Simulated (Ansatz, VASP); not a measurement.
## AlGa3P4: VASP beside Ansatz

```
CELL_PARAMETERS angstrom
3.89556 0.00000 0.00000
0.00000 3.89556 0.00000
0.00000 0.00000 11.00713
ATOMIC_POSITIONS crystal
Al 0.50000 0.50000 0.50000
Ga 0.00000 0.00000 0.75003
Ga 0.50000 0.50000 0.00000
Ga 0.00000 0.00000 0.24997
P 0.50000 0.00000 0.87505
P 0.00000 0.50000 0.12495
P 0.50000 0.00000 0.37556
P 0.00000 0.50000 0.62444
```

Alike in both runs: functional PBE; k mesh 8 × 8 × 4; occupations gaussian, width 0.02 eV; no spin polarisation.

Ansatz relaxed the structure, and its values are those at the end. VASP's run is a single point on that final structure, the one shown.

```csv
,VASP,Ansatz
version,VASP 6.6.1,Ansatz 0.2.0
potentials or method,"VASP PAW PBE potentials, release 64 (Al, Ga_d, P), cutoff 520 eV","scalar-relativistic, plane waves, PAW"
valence electrons in the cell,62,62
```

|  | VASP | Ansatz | Ansatz less VASP |
| --- | --- | --- | --- |
| gap on the k mesh at the Fermi level (eV) | 1.62 | 1.62 | +0.002 |
| least direct gap on the mesh (eV) | 1.69 | 1.69 | +0.001 |
| pressure (GPa) | 0.0 | 0.0 | +0.03 |
